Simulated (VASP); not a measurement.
# Au: single point with r2SCAN

Crystal: Au.

```
Au
1.0
     0.00000    2.11509    2.11509
     2.11509    0.00000    2.11509
     2.11509    2.11509    0.00000
Au
1
Direct
  0.00000 0.00000 0.00000
```

This cell differs from its parent crystal: volume scaled by 1.08.

```
Program             : VASP 6.6.1
Task                : single point
Functional          : r2SCAN
Potentials or basis : VASP PAW PBE potentials, release 64 (Au)
Cutoff              : 520 eV
k mesh              : 22 × 22 × 22
Occupations         : fermi-dirac, width 0.1 eV
Spin                : no spin polarisation
```

| Item | Value |
| --- | --- |
| Pressure | -9.2 GPa |

Levels at points of the mesh, in eV from the Fermi level:
```csv
k point,band 3,band 4,band 5,band 6,band 7,band 8,band 9,band 10
"(0.00, 0.00, 0.00)",-4.42,-4.42,-3.15,-3.15,15.39,18.83,18.83,18.83
"(0.50, 0.00, 0.00)",-4.45,-2.11,-2.11,-0.32,2.61,14.84,17.04,17.04
"(0.50, 0.50, 0.00)",-2.17,-1.83,-1.83,1.48,5.16,10.18,10.18,16.88
```

Wall time 4.8 min on 1 thread of Intel Xeon 8259CL (shared host), peak memory 0.2 GiB.

Caveat: the PAW data sets were made with another functional, which shifts forces and pressure a little; spin-orbit coupling is left out, which moves the levels of the heavy elements.
